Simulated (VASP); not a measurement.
Set up this calculation in VASP 6.6.1, as the native input.

```
Task                   : single point
Functional             : PBE
Potentials or basis    : VASP PAW PBE potentials, release 64 (Ca_sv, Pt)
Cutoff                 : 520 eV
k mesh                 : 10 × 10 × 10
Occupations            : gaussian, width 0.1 eV
Spin                   : no spin polarisation
Dipole correction      : no
Further INCAR settings : ALGO = Fast; EDIFF = 1e-06; NBANDS = 28
```

The structure of Ca3Pt lies in POSCAR:

```
Ca3Pt
1.0
    4.7894959546      0.0000000000      0.0000000000
    0.0000000000      4.7894959546      0.0000000000
    0.0000000000      0.0000000000      4.7894959546
Ca Pt
3 1
Direct
    0.0000000000      0.5000000000      0.5000000000
    0.5000000000      0.0000000000      0.5000000000
    0.5000000000      0.5000000000      0.0000000000
    0.0000000000      0.0000000000      0.0000000000
```

These files were run (other wordings do the same):

INCAR

```
SYSTEM = Ca3Pt
ALGO = Fast
EDIFF = 1E-6
ENCUT = 520
GGA = PE
ISIF = 2
ISMEAR = 0
LASPH = .TRUE.
LCHARG = .TRUE.
LELF = .TRUE.
LREAL = .FALSE.
LVHAR = .TRUE.
LWAVE = .FALSE.
NBANDS = 28
NELM = 80
PREC = Accurate
SIGMA = 0.1
```

KPOINTS

```
k-points
0
G
  10 10 10
  0 0 0
```

Potentials or basis: VASP PAW PBE potentials, release 64 (Ca_sv, Pt).

Run with:

```sh
$ cat potpaw_PBE.64/Ca_sv/POTCAR potpaw_PBE.64/Pt/POTCAR > POTCAR
$ mpirun -np 1 vasp_std > vasp.out
```

Results of the run:

The pressure is 0.0 GPa. The band gap on the k mesh is zero (band 20 reaches 5.50 eV, above the bottom of band 21 at 3.60 eV).

Caveat: spin-orbit coupling is left out, which moves the levels of the heavy elements.

It took 2.6 min on 1 thread of Intel(R) Xeon(R) Platinum 8259CL CPU @ 2.50GHz (Skylake/Cascade Lake) (shared host), peak memory 0.31 GiB.
